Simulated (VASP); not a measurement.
Input of a VASP 6.6.1 run:

File INCAR:

```
PREC = Accurate
ENCUT = 520
EDIFF = 1E-6
ISMEAR = 0
SIGMA = 0.15
LREAL = F
LASPH = T
NELM = 100
ALGO = Normal
ISIF = 2
LWAVE = F
LCHARG = F
GGA = PS
NBANDS = 12
```

KPOINTS

```
regular mesh
0
Gamma
  20 20 20
```

POSCAR

```
Ag
1.0
    0.0000000000      2.0124535000      2.0124535000
    2.0124535000      0.0000000000      2.0124535000
    2.0124535000      2.0124535000      0.0000000000
Ag
1
Direct
    0.0000000000      0.0000000000      0.0000000000
```

Potentials or basis: VASP PAW PBE potentials, release 64 (Ag).

Launch:

```bash
$ cat potpaw_PBE.64/Ag/POTCAR > POTCAR
$ mpirun -np 1 vasp_std > vasp.out
```

**Question.** Estimate the pressure.

**Answer.** 2.5 GPa.

Caveat: the cell differs from its parent crystal (strain -0.015 along x and y, -0.015 along z); the PAW data sets were made with another functional, which shifts forces and pressure a little.
